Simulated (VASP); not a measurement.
# I (R-3m) in VASP: single point with PBE

Aim: the single point of I with PBE.

Everything below comes from runs of VASP 6.6.1. Logs are shortened: lines on timing, memory, paths and dates and some standing lists are left out, and cuts for length are marked.

## 1. The cell of the first run

It takes space group R-3m (No. 166, trigonal). Conventional cell: a = 4.407 Å, b = 4.407 Å, c = 21.333 Å, α = 90.00°, β = 90.00°, γ = 120.00°. Within 4.8 Å of I (site symmetry -3m) lie 14 I at 3.47 to 4.75 Å. I (site symmetry 3m) has 13 I at 3.47 to 4.75 Å within 4.8 Å.

## 2. Single point, PBE

The input, INCAR:

```
SYSTEM = I
PREC = Accurate
ENCUT = 520
EDIFF = 1E-7
ISMEAR = 0
SIGMA = 0.1
LREAL = .FALSE.
LASPH = .TRUE.
NELM = 100
ALGO = Normal
ISIF = 2
LWAVE = .FALSE.
LCHARG = .FALSE.
GGA = PE
NBANDS = 18
```

The input, KPOINTS:

```
Automatic mesh
0
G
  12 12 12
  0 0 0
```

The input, POSCAR:

```
I
1.0
    2.2034781379      1.2721786961      7.1109411210
   -2.2034781379      1.2721786961      7.1109411210
    0.0000000000     -2.5443573922      7.1109411210
I
3
Direct
    0.0000000000      0.0000000000      0.0000000000
    0.2226577867      0.2226577867      0.2226577867
    0.7773422133      0.7773422133      0.7773422133
```

Potentials or basis: VASP PAW PBE potentials, release 64 (I).

Launch:

```
> cat potpaw_PBE.64/I/POTCAR > POTCAR
> mpirun -np 1 vasp_std > vasp.out
```

OUTCAR:

```text
SYSTEM = I
   PREC = Accurate
   ENCUT = 520
   EDIFF = 1E-7
   ISMEAR = 0
   LREAL = .FALSE.
   LASPH = .TRUE.
   NELM = 100
   ISIF = 2
   GGA = PE

 ion  position               nearest neighbor table
   1  0.000  0.000  0.000-   3 3.47   3 3.47   2 3.47   2 3.47   3 3.47   2 3.47
   2  0.223  0.223  0.223-   1 3.47   1 3.47   1 3.47   3 3.49   3 3.49   3 3.49
   3  0.777  0.777  0.777-   1 3.47   1 3.47   1 3.47   2 3.49   2 3.49   2 3.49

  LATTYP: Found a trigonal (rhomboedric) cell.
 ALAT       =     7.5524325992
 COS(alpha) =     0.8297552330

  Lattice vectors:

 A1 = (   2.2034781379,   1.2721786961,   7.1109411210)
 A2 = (  -2.2034781379,   1.2721786961,   7.1109411210)
 A3 = (   0.0000000000,  -2.5443573922,   7.1109411210)

Analysis of symmetry for initial positions (statically):
=====================================================================
 Subroutine PRICEL returns:
 Original cell was already a primitive cell.

 Routine SETGRP: Setting up the symmetry group for a
 trigonal (rhombohedral) supercell.

 Subroutine GETGRP returns: Found 12 space group operations
 (whereof 12 operations were pure point group operations)
 out of a pool of 12 trial point group operations.

The static configuration has the point symmetry D_3d.

Analysis of symmetry for dynamics (positions and initial velocities):
=====================================================================
 Subroutine PRICEL returns:
 Original cell was already a primitive cell.

 Routine SETGRP: Setting up the symmetry group for a
 trigonal (rhombohedral) supercell.

 Subroutine GETGRP returns: Found 12 space group operations
 (whereof 12 operations were pure point group operations)
 out of a pool of 12 trial point group operations.

The dynamic configuration has the point symmetry D_3d.

 Subroutine INISYM returns: Found 12 space group operations
 (whereof 12 operations are pure point group operations),
 and found     1 'primitive' translations

----------------------------------------------------------------------------------------

                                     Primitive cell

  volume of cell :     119.6011

  direct lattice vectors                    reciprocal lattice vectors
     2.203478138  1.272178696  7.110941121     0.226913983  0.131008849  0.046876121
    -2.203478138  1.272178696  7.110941121    -0.226913983  0.131008849  0.046876121
     0.000000000 -2.544357392  7.110941121     0.000000000 -0.262017698  0.046876121

  length of vectors
     7.552432599  7.552432599  7.552432599     0.266177844  0.266177844  0.266177844

  position of ions in fractional coordinates (direct lattice)
     0.000000000  0.000000000  0.000000000
     0.222657787  0.222657787  0.222657787
     0.777342213  0.777342213  0.777342213

  ion indices of the primitive-cell ions
   primitive index   ion index
                 1           1
                 2           2
                 3           3

----------------------------------------------------------------------------------------

 KPOINTS: Automatic mesh

Automatic generation of k-mesh.
 Grid dimensions read from file:
 generate k-points for:   12   12   12

 Generating k-lattice:

  Cartesian coordinates                     Fractional coordinates (reciprocal lattice)
     0.018909499  0.010917404  0.003906343     0.083333333 -0.000000000  0.000000000
    -0.018909499  0.010917404  0.003906343    -0.000000000  0.083333333  0.000000000
     0.000000000 -0.021834808  0.003906343     0.000000000  0.000000000  0.083333333

  Length of vectors
     0.022181487  0.022181487  0.022181487

  Shift w.r.t. Gamma in fractional coordinates (k-lattice)
     0.000000000  0.000000000  0.000000000

 Subroutine IBZKPT returns following result:
 ===========================================

 Found    189 irreducible k-points:

 Following reciprocal coordinates:
            Coordinates               Weight
  0.000000  0.000000  0.000000      1.000000
  0.083333  0.000000  0.000000      6.000000
  0.166667 -0.000000  0.000000      6.000000
  0.250000  0.000000  0.000000      6.000000
  0.333333 -0.000000  0.000000      6.000000
  0.416667 -0.000000  0.000000      6.000000
[... 16 lines left out ...]
  0.500000  0.166667  0.000000     12.000000
 -0.416667  0.166667 -0.000000     12.000000
 [... further k-points ...]
   k-points           NKPTS =    189   k-points in BZ     NKDIM =    189   number of bands    NBANDS=     18
   number of dos      NEDOS =    301   number of ions     NIONS =      3
   total plane-waves  NPLWV = 175616
   dimension x,y,z NGX =    56 NGY =   56 NGZ =   56
   dimension x,y,z NGXF=   112 NGYF=  112 NGZF=  112
   ions per type =               3
   NGX,Y,Z   is equivalent  to a cutoff of  12.33, 12.33, 12.33 a.u.
   NGXF,Y,Z  is equivalent  to a cutoff of  24.65, 24.65, 24.65 a.u.
 SYSTEM =  I
   PREC   = accura    normal or accurate (medium, high low for compatibility)
   ISTART =      0    job   : 0-new  1-cont  2-samecut
   ICHARG =      2    charge: 1-file 2-atom 10-const
   ISPIN  =      1    spin polarized calculation?
   LNONCOLLINEAR =      F non collinear calculations
   LSORBIT =      F    spin-orbit coupling
   LASPH  =      T    aspherical Exc in radial PAW
   ENCUT  =  520.0 eV  38.22 Ry    6.18 a.u.  14.04 14.04 14.04*2*pi/ulx,y,z
   NELM   =    100;   NELMIN=  2; NELMDL= -5     # of ELM steps
   EDIFF  = 0.1E-06   stopping-criterion for ELM
   LREAL  =      F    real-space projection
   EDIFFG = 0.1E-05   stopping-criterion for IOM
   NSW    =      0    number of steps for IOM
   IBRION =     -1    ionic relax: 0-MD 1-quasi-New 2-CG
   NFREE  =      0    steps in history (QN), initial steepest desc. (CG)
   ISIF   =      2    stress and relaxation
   ISYM   =      2    0-nonsym 1-usesym 2-fastsym
   POTIM  = 0.5000    time-step for ionic-motion
   TEBEG  =    0.0;   TEEND  =   0.0 temperature during run
   PSTRESS=    0.0 pullay stress
   NELECT =      21.0000    total number of electrons
   NUPDOWN=      -1.0000    fix difference up-down
   EMIN   =  10.00;   EMAX   =-10.00  energy-range for DOS
   EFERMI =   0.00;   METHOD = LEGACY
   ISMEAR =     0;   SIGMA  =   0.10  broadening in eV -4-tet -1-fermi 0-gaus
   EFERMI_NEDOS =   21; number of points for ismear=-14 and -15
   IALGO  =     38    algorithm
   IMIX   =      4    mixing-type and parameters
     AMIX     =   0.40;   BMIX     =  1.00
     AMIX_MAG =   1.60;   BMIX_MAG =  1.00
  volume/ion in A,a.u.               =      39.87       269.04
  Fermi-wavevector in a.u.,A,eV,Ry     =   0.916719  1.732348 11.433977  0.840374
  Thomas-Fermi vector in A             =   2.041606
   LORBIT       =      0    0 simple, 1 ext, 2 COOP (PROOUT), +10 PAW based schemes
   GGA     = PE    functional components
   LHFCALC =     F    Hartree Fock is set to
   AEXX    =    0.0000 exact exchange contribution
   IVDW    =     0    specifies the selected vdW correction
   LEPSILON=     F    determine dielectric tensor
   LRPA    =     F    only Hartree local field effects (RPA)
 non-spin polarized calculation
 Gauss-broadening in eV      SIGMA  =   0.10
  energy-cutoff  :      520.00
  volume of cell :      119.60
 maximum number of plane-waves:      3238
   NGX = 29   NGY = 29   NGZ = 29

 number of electron      21.0000001 magnetization

 Free energy of the ion-electron system (eV)
  ---------------------------------------------------
  ext. energy  EPLUGINS =         0.00000000
  ---------------------------------------------------
  free energy    TOTEN  =        -3.46983950 eV

  energy without entropy =       -3.44885217  energy(sigma->0) =       -3.45934584

 E-fermi :   3.4878     XC(G=0):  -8.4016

 val. band max:        3.4874365808   @ k =  -0.0833   0.4167   0.0833
 cond. band min:       3.4889623868   @ k =   0.5000   0.5000   0.3333
 fundamental gap:      0.0015258060
 Fermi energy:         3.4878337622

 k-point     1 :       0.0000    0.0000    0.0000
  band No.  band energies     occupation
      1      -9.9426      2.00000
      2      -8.3861      2.00000
      3      -8.3337      2.00000
      4       0.6421      2.00000
      5       0.6961      2.00000
      6       1.7846      2.00000
[... 10 lines left out ...]
     17      10.2777      0.00000
     18      11.4341      0.00000

 k-point     2 :       0.0833    0.0000    0.0000
  band No.  band energies     occupation
      1      -9.9045      2.00000
      2      -8.4272      2.00000
      3      -8.2905      2.00000
      4       0.4040      2.00000
      5       0.5758      2.00000
      6       1.6876      2.00000
[... 10 lines left out ...]
     17      10.4347      0.00000
     18      10.9833      0.00000

 k-point     3 :       0.1667   -0.0000    0.0000
  band No.  band energies     occupation
      1      -9.7935      2.00000
      2      -8.4727      2.00000
      3      -8.2475      2.00000
      4       0.0196      2.00000
      5       0.2603      2.00000
      6       1.5142      2.00000
[... 10 lines left out ...]
     17      10.7459      0.00000
     18      10.8530      0.00000

 k-point     4 :       0.2500    0.0000    0.0000
  band No.  band energies     occupation
      1      -9.6205      2.00000
      2      -8.5017      2.00000
      3      -8.2467      2.00000
      4      -0.3141      2.00000
      5      -0.0622      2.00000
      6       1.3403      2.00000
[... 375 lines left out ...]
      4      -0.4698      2.00000
      5      -0.1836      2.00000
      6       0.3263      2.00000
[... 10 lines left out ...]
     17      11.7027      0.00000
     18      12.2693      0.00000

 k-point    23 :       0.5000    0.1667    0.0000
  band No.  band energies     occupation
      1      -9.0800      2.00000
      2      -8.6126      2.00000
      3      -8.4027      2.00000
      4      -0.6203      2.00000
      5      -0.0781      2.00000
      6       0.0906      2.00000
[... 10 lines left out ...]
     17      11.7185      0.00000
     18      12.5282      0.00000

 k-point    24 :      -0.4167    0.1667   -0.0000
  band No.  band energies     occupation
      1      -8.9848      2.00000
      2      -8.5888      2.00000
      3      -8.4880      2.00000
      4      -0.6860      2.00000
      5      -0.2557      2.00000
      6       0.2465      2.00000
[... 10 lines left out ...]
     17      11.8874      0.00000
     18      12.4515      0.00000

 [... further k-points ...]
[... 5 lines left out ...]
  --------------------------------------------------------------------------------------
  -------------------------------------------------------------------------------------
  Total       -0.0439695     -0.0439695     -0.0367859      0.0000000     -0.0000000      0.0000000
  in kB       -0.5890161     -0.5890161     -0.4927842      0.0000000     -0.0000000      0.0000000
  external PRESSURE =      -0.5569388 kB  Pullay stress =       0.0000000 kB

 VOLUME and BASIS-vectors are now :
 -----------------------------------------------------------------------------
  energy-cutoff  :      520.00
  volume of cell :      119.60
      direct lattice vectors                 reciprocal lattice vectors
     2.203478138  1.272178696  7.110941121     0.226913983  0.131008849  0.046876121
    -2.203478138  1.272178696  7.110941121    -0.226913983  0.131008849  0.046876121
     0.000000000 -2.544357392  7.110941121     0.000000000 -0.262017698  0.046876121

 POSITION                                       TOTAL-FORCE (eV/Angst)
 -----------------------------------------------------------------------------------
      0.00000      0.00000      0.00000         0.000000      0.000000     -0.000000
      0.00000      0.00000      4.74992         0.000000      0.000000      0.006980
      0.00000      0.00000     16.58290         0.000000     -0.000000     -0.006980
 -----------------------------------------------------------------------------------
    total drift:                               -0.000000      0.000000      0.000000

  FREE ENERGIE OF THE ION-ELECTRON SYSTEM (eV)
  ---------------------------------------------------
  free  energy   TOTEN  =        -3.4698394997 eV

  energy  without entropy=       -3.4488521725  energy(sigma->0) =       -3.45934584
```

Wall time 10 min (1 thread of Intel Xeon Platinum 8259CL at 2.50GHz (Skylake/Cascade Lake), shared host); peak memory 0.6 GiB.

What came out:

```yaml
Free_energy: -3.4698 eV
Pressure: -0.1 GPa
Largest_force: 0.007 eV/Å
Band_gap_on_the_k_mesh: zero (an odd number of electrons rules out a gap without spin polarisation)
```

Forces in eV/Å, atoms in the order of the input:
```
I    0.000  0.000  0.000
I    0.000  0.000  0.007
I    0.000  0.000 -0.007
```

Caveat: spin-orbit coupling is left out, which moves the levels of the heavy elements; an odd number of electrons without spin polarisation forces a metal; a magnetic or distorted state may lie lower.
